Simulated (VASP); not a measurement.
Runs of VASP 6.6.1 on Hg. The structure is that of space group Fm-3m (No. 225), or close to it. The cells are those of the table. 

```csv
level,potentials or basis,cell,k mesh,cutoff (eV),smearing,gap on the mesh (eV),pressure (GPa)
PBEsol,"VASP PAW PBE potentials, release 64 (Hg)","a = 3.383 Å, angles 60.0°, 1 atom",12 × 12 × 12,500,gaussian 0.05 eV,none,-3.0
PBEsol,"VASP PAW PBE potentials, release 64 (Hg)","a = 3.299 Å, angles 60.0°, 1 atom",12 × 12 × 12,520,gaussian 0.05 eV,none,-1.9
LDA,"VASP PAW LDA potentials, release 64 (Hg)","a = 3.528 Å, angles 60.0°, 1 atom",12 × 12 × 12,500,gaussian 0.05 eV,none,-4.2
r2SCAN,"VASP PAW PBE potentials, release 64 (Hg)","a = 3.460 Å, angles 60.0°, 1 atom",12 × 12 × 12,520,gaussian 0.05 eV,none,(a)
PBEsol,"VASP PAW PBE potentials, release 64 (Hg)","a = 3.383 Å, angles 60.0°, 1 atom",6 × 6 × 6,500,gaussian 0.1 eV,none,-2.2
LDA,"VASP PAW LDA potentials, release 64 (Hg)","a = 3.539 Å, angles 60.0°, 1 atom",12 × 12 × 12,500,gaussian 0.05 eV,none,-4.2
```

Alike in all rows: task single point; no spin polarisation.

Question: Estimate the missing entries.

Answer: (a) -0.2.

Caveats: some runs use coarse meshes; spin-orbit coupling is left out, which moves the levels of the heavy elements; the PAW data sets were made with another functional, which shifts forces and pressure a little (some runs).

A k mesh can miss the band edges, and the runs leave out spin-orbit coupling on Hg.

A gap of «none» marks levels without a gap at the run's occupations.
